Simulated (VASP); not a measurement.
The system is Mo.

```
Mo
1.0
    -1.58381    1.58381    1.58381
     1.58381   -1.58381    1.58381
     1.58381    1.58381   -1.58381
Mo
1
Direct
  0.00000 0.00000 0.00000
```

```yaml
Program: VASP 6.6.1
Task: relaxation of cell and atoms
Functional: LDA
Potentials_or_basis: VASP PAW LDA potentials, release 64 (Mo_sv)
Cutoff: 600 eV
k_mesh: 8 × 8 × 8
Occupations: gaussian, width 0.1 eV
Spin: no spin polarisation
```

At the start: pressure -12.5 GPa; volume 15.89 Å³/atom.

Task: Where does the relaxation end?

Result: Over 4 steps the energy falls by 30.6 meV/atom and the volume is 15.15 Å³/atom (-4.7 %); space group Im-3m (No. 229, to 0.05 Å).

The path:
```tsv
step	energy change (eV)	largest force (eV/Å)	pressure (GPa)	volume (Å³)
1	0.0000	0.0000	-12.53	15.89
2	0.2432	0.0000	50.45	13.20
3	-0.0305	0.0000	-0.78	15.18
4	-0.0306	0.0000	-0.11	15.15
```

Final structure:
```xyz
1
Lattice="-1.5586 1.5586 1.5586 1.5586 -1.5586 1.5586 1.5586 1.5586 -1.5586" Properties=species:S:1:pos:R:3 pbc="T T T"
Mo    0.0000    0.0000    3.1173
```
